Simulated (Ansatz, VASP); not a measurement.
## One calculation of BN, two programs

The input INCAR:

```
SYSTEM = BN
ALGO = Normal ; EDIFF = 1E-6
ENCUT = 520 ; GGA = PE
ISIF = 2 ; ISMEAR = 1
IVDW = 12 ; LASPH = .True.
LCHARG = .True. ; LELF = .True.
LREAL = .False. ; LVHAR = .True.
LWAVE = .False. ; NBANDS = 16
NELM = 80 ; PREC = Accurate
SIGMA = 0.05
```

KPOINTS

```
k-points
0
Gamma
  12 12 4
  0 0 0
```

POSCAR

```
BN
1.0
    2.5061127838      0.0000000000      0.0000000000
   -1.2530563919      2.1703573356      0.0000000000
    0.0000000000      0.0000000000      6.5923998870
B N
2 2
Direct
    0.0000000000      0.0000000000      0.5000000000
    0.3333333333      0.6666666667      0.0000000000
    0.0000000000      0.0000000000      0.0000000000
    0.6666666667      0.3333333333      0.5000000000
```

Input for Ansatz:

```yaml
crystal:
  lattice:
    - [2.5061127838, 0.0, 0.0]
    - [-1.2530563919, 2.1703573356, 0.0]
    - [0.0, 0.0, 6.592399887]
  atoms:
    - { symbol: B, position: [0.0, 0.0, 0.5] }
    - { symbol: B, position: [0.3333333333, 0.6666666667, 0.0] }
    - { symbol: "N", position: [0.0, 0.0, 0.0] }
    - { symbol: "N", position: [0.6666666667, 0.3333333333, 0.5] }
basis:
  ecutwfc: 520.0
kpoints:
  mp_grid: { grid: [12, 12, 4] }
hamiltonian:
  xc: pbe
  dispersion: d3bj
scf:
  occupations: { method: methfessel_paxton, width: 0.05 }
output:
  forces: true
  stress: true
  eigenvalues: true
```

Alike in both runs: task single point; functional PBE; dispersion D3(BJ); k mesh 12 × 12 × 4; occupations methfessel-paxton of order 1, width 0.05 eV; no spin polarisation.

```csv
,VASP,Ansatz
version,VASP 6.6.1,Ansatz 0.2.0
potentials or method,"VASP PAW PBE potentials, release 64 (B, N), cutoff 520 eV","scalar-relativistic, plane waves, PAW"
valence electrons in the cell,16,16
```

Ansatz gave:

| Item | Value |
| --- | --- |
| gap on the k mesh at the Fermi level (eV) | 4.36 |
| least direct gap on the mesh (eV) | 4.47 |
| pressure (GPa) | 0.0 |
| traceless stress, the component that is largest in VASP (GPa) | -0.02 |

Question: What did VASP give for the same quantities?

Answer: gap on the k mesh at the Fermi level (eV): 4.35; least direct gap on the mesh (eV): 4.46; pressure (GPa): 0.1; traceless stress, the component that is largest in VASP (GPa): -0.20.
